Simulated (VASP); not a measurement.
Write the native input for VASP 6.6.1 that does the following.

- Task: single point
- Functional: LDA
- Potentials or basis: VASP PAW LDA potentials, release 64 (O, H, C)
- Cutoff: 520 eV
- k mesh: 1 × 1 × 1
- Occupations: fermi-dirac, width 0.05 eV
- Spin: no spin polarisation
- Dipole correction: no
- Further INCAR settings: LREAL = Auto; ALGO = Normal; EDIFF = 1e-07; NBANDS = 60

The structure of H20CO9 lies in POSCAR:

```
H20CO9
1.0
    6.7459970000      0.0000000000      0.0000000000
    0.0000000000      6.7459970000      0.0000000000
    0.0000000000      0.0000000000      6.7459970000
O H C
9 20 1
Direct
    0.0953157851      0.4357102442      0.3381560946
    0.3536912335      0.7129857899      0.4037357265
    0.8407208008      0.6376966963      0.5800032227
    0.7875188797      0.8368221925     -0.0802253544
    0.3751706382      0.2063742394      0.5350284028
    0.6357103331     -0.0159501998      0.3591907912
    0.4891196957      0.5352211096      0.7116071946
   -0.0191669223      0.9333238660      0.2586422733
    0.5900684510      0.1742218385      0.0286392063
    0.1882746168      0.5485030604      0.3398163385
    0.0126297121      0.4658911055      0.2277202317
    0.2618589958      0.8257489590      0.4351617708
    0.3962053348      0.6509045290      0.5456421045
    0.9129858789      0.5093390940      0.5222356310
    0.9122298750      0.6807740946      0.6993777199
    0.6576640932      0.7980139926     -0.0309072180
    0.8524759202      0.8655503404      0.0516750897
    0.4835460200      0.1095019758      0.4795881172
    0.2561519076      0.2269790514      0.4525646839
    0.5974061358      0.0439668147      0.2113549710
    0.5617553640     -0.1495553585      0.3707532037
    0.4455531184      0.3914173101      0.6616664668
    0.6271274654      0.5569673393      0.6693154474
   -0.1437000343      0.9209313316      0.3521199313
    0.0284168522      1.0736885890      0.2415061851
    0.6226359128      0.3718797978      0.2842129933
    0.7079457640      0.1193448500     -0.0353246525
    0.7241034943      0.4389714374      0.0354135942
    0.4605546074      0.4312483388      0.0817225386
    0.6055442954      0.3595613814      0.1134302313
```

These files were run (other wordings do the same):

INCAR

```
PREC = Accurate
ENCUT = 520
EDIFF = 1E-7
ISMEAR = -1
SIGMA = 0.05
LREAL = Auto
LASPH = T
NELM = 60
ALGO = Normal
ISIF = 2
LWAVE = F
LCHARG = F
GGA = CA
NBANDS = 60
```

KPOINTS

```
Automatic mesh
0
Gamma
  1 1 1
```

Potentials or basis: VASP PAW LDA potentials, release 64 (O, H, C).

Run with:

```sh
$ cat potpaw_LDA.64/O/POTCAR potpaw_LDA.64/H/POTCAR potpaw_LDA.64/C/POTCAR > POTCAR
$ mpirun -np 1 vasp_gam > vasp.out
```

Results of the run:

```
Pressure               : -1.8 GPa
Largest force          : 2.631 eV/Å
Band gap on the k mesh : 4.23 eV
```

Caveat: the k points lie up to 0.93 Å⁻¹ apart.

Wall time 48 s on 1 thread of AMD EPYC 7R43 64-Core Processor (Zen 3), with other jobs on the host, peak memory 0.21 GiB.
